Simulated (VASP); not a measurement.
A run of VASP 6.6.1:

Contents of INCAR:

```
ALGO     = Normal         # electronic algorithm
EDIFF    = 1E-6           # SCF threshold, eV
ENCUT    = 520            # plane-wave cutoff, eV
GGA      = PS             # functional
ISIF     = 2              # what is computed and relaxed
ISMEAR   = -1             # smearing method
LASPH    = True           # aspherical terms in the spheres
LCHARG   = True           # write CHGCAR
LELF     = True           # ELF
LREAL    = Auto         
LVHAR    = True         
LWAVE    = False          # write WAVECAR
NBANDS   = 52             # bands
NELM     = 60             # most SCF steps
PREC     = Accurate       # precision mode
SIGMA    = 0.05           # smearing width, eV
```

Contents of KPOINTS:

```
k-points
0
Gamma
  2 2 2
```

The input POSCAR:

```
TiSi16
1.0
    0.0000000000      5.4300000000      5.4300000000
    5.4300000000      0.0000000000      5.4300000000
    5.4300000000      5.4300000000      0.0000000000
Si Ti
16 1
Direct
   -0.0140901473     -0.0138371087      0.0316938306
    0.1243487109      0.1245203499      0.1270759669
    0.0130986188      0.0122271639      0.4985720994
    0.1114367403      0.1106571823      0.6596194291
    0.0064330571      0.4985485267     -0.0133540516
    0.1243871087      0.6140723757      0.1270819521
    0.0127418048      0.4686613260      0.4987419890
    0.1494666667      0.6141226519      0.6143627993
    0.4983774401      0.0066067219     -0.0132534991
    0.6138526703      0.1246443831      0.1270928177
    0.4694867403      0.0120631676      0.4988206262
    0.6150366483      0.1485491713      0.6144193370
    0.4982876611      0.4984987109     -0.0130167587
    0.6354747698      0.6356622468      0.0835163904
    0.5125660221      0.5117669429      0.4563304788
    0.6151327808      0.6145611418      0.6145281768
    0.8321430018      0.8313240331      0.4976139042
```

Potentials or basis: VASP PAW PBE potentials, release 64 (Si, Ti_sv).

Command:

```sh
$ cat potpaw_PBE.64/Si/POTCAR potpaw_PBE.64/Ti_sv/POTCAR > POTCAR
$ mpirun -np 1 vasp_std > vasp.out
```

Hardware: 1 thread of Intel(R) Xeon(R) 6975P-C (Granite Rapids) (shared host).

Q: Estimate the wall time of this run.

A: Run time: 2.3 min on 1 thread of Intel(R) Xeon(R) 6975P-C (Granite Rapids), with other jobs on the host, peak memory 0.49 GiB. Counts: scf iterations 15, k points 8.
